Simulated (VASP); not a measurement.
A run of VASP 6.6.1 is set up as follows.

Contents of INCAR:

```
PREC = Accurate
ENCUT = 520
EDIFF = 1E-7
ISMEAR = -1
SIGMA = 0.1
LREAL = False
LASPH = True
NELM = 100
ALGO = Normal
ISIF = 2
LWAVE = False
LCHARG = False
GGA = PE
NBANDS = 9
```

File KPOINTS:

```
Automatic mesh
0
Gamma
  12 12 12
```

Contents of POSCAR:

```
Mg
1.0
    0.0000000000      2.5298303444      2.5298303444
    2.5298303444      0.0000000000      2.5298303444
    2.5298303444      2.5298303444      0.0000000000
Mg
2
Direct
   -0.1250000000     -0.1250000000     -0.1250000000
    0.1250000000      0.1250000000      0.1250000000
```

Potentials or basis: VASP PAW PBE potentials, release 64 (Mg).

Launch:

```sh
$ cat potpaw_PBE.64/Mg/POTCAR > POTCAR
$ mpirun -np 1 vasp_std > vasp.out
```

**Question.** What does it give for the pressure?

**Answer.** 54.6 GPa.

**Question.** Predict the band gap on the k mesh.

**Answer.** Zero (band 2 reaches 10.98 eV, above the bottom of band 3 at 2.75 eV).
